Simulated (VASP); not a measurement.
Input of a VASP 6.6.1 run:

File INCAR:

```
SYSTEM = PbSe
PREC     = Accurate       ! precision mode
ENCUT    = 520            ! plane-wave cutoff, eV
EDIFF    = 1E-7           ! SCF threshold, eV
ISMEAR   = 0              ! smearing method
SIGMA    = 0.03           ! smearing width, eV
LREAL    = .False.        ! projectors in reciprocal space
LASPH    = .True.         ! aspherical terms in the spheres
NELM     = 80             ! most SCF steps
ALGO     = Normal         ! electronic algorithm
ISIF     = 2              ! what is computed and relaxed
LWAVE    = .False.        ! write WAVECAR
LCHARG   = .False.        ! write CHGCAR
GGA      = PE             ! functional
NBANDS   = 17             ! bands
```

Contents of KPOINTS:

```
regular mesh
0
Gamma
  10 10 10
  0 0 0
```

POSCAR

```
PbSe
1.0
    0.0000000000      2.7282028466      3.8576788251
    2.7282028466      0.0000000000      3.8576788251
    2.7282028466      2.7282028466      0.0000000000
Pb Se
1 1
Direct
    0.0000000000      0.0000000000      0.0000000000
    0.5000000000      0.5000000000      0.5000000000
```

Potentials or basis: VASP PAW PBE potentials, release 64 (Pb_d, Se).

The run is started by

```console
$ cat potpaw_PBE.64/Pb_d/POTCAR potpaw_PBE.64/Se/POTCAR > POTCAR
$ mpirun -np 1 vasp_std > vasp.out
```

Q: Estimate the pressure.

A: 16.0 GPa.

Q: Predict the band gap on the k mesh.

A: Zero (band 10 reaches 6.22 eV, above the bottom of band 11 at 5.37 eV).

Stress tensor (GPa, compression positive):
```
25.55  0.00  0.00
 0.00 25.55  0.00
 0.00  0.00 -3.18
```

Caveat: spin-orbit coupling is left out, which moves the levels of the heavy elements.
